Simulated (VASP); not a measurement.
A run of VASP 6.6.1 is set up as follows.

INCAR

```
PREC = Accurate
ENCUT = 520
EDIFF = 1E-6
ISMEAR = -1
SIGMA = 0.05
LREAL = F
LASPH = T
NELM = 100
ALGO = Normal
ISIF = 2
LWAVE = F
LCHARG = T
GGA = PE
LELF = T
LVHAR = T
NBANDS = 34
```

The input KPOINTS:

```
Automatic mesh
0
Gamma
  6 6 5
```

The input POSCAR:

```
SiO2
1.0
    5.0610887587      0.0000000000      0.0000000000
   -2.5305443793      4.3830314358      0.0000000000
    0.0000000000      0.0000000000      5.5405014100
Si O
3 6
Direct
    0.5000000000      0.0000000000      0.0000000000
    0.5000000000      0.5000000000      0.3333333333
    0.0000000000      0.5000000000      0.6666666667
    0.4172565700      0.2086282850      0.1666666667
    0.7913717150      0.2086282850      0.8333333333
    0.2086282850      0.4172565700      0.5000000000
    0.5827434300      0.7913717150      0.1666666667
    0.2086282850      0.7913717150      0.8333333333
    0.7913717150      0.5827434300      0.5000000000
```

Potentials or basis: VASP PAW PBE potentials, release 64 (Si, O).

Launch:

```console
$ cat potpaw_PBE.64/Si/POTCAR potpaw_PBE.64/O/POTCAR > POTCAR
$ mpirun -np 1 vasp_std > vasp.out
```

Question: Predict the band gap on the k mesh.

Answer: 5.71 eV (least direct gap 5.91 eV).

Question: Predict the largest force.

Answer: 0.237 eV/Å.

Forces in eV/Å, atoms in the order of the input:
```
Si   0.000  0.000  0.000
Si   0.000  0.000  0.000
Si   0.000  0.000  0.000
O   -0.205 -0.119  0.000
O    0.205 -0.119  0.000
O    0.000 -0.237  0.000
O    0.205  0.119  0.000
O   -0.205  0.119  0.000
O    0.000  0.237  0.000
```

Caveat: an odd mesh through Γ misses points on the zone boundary, where band edges can lie.
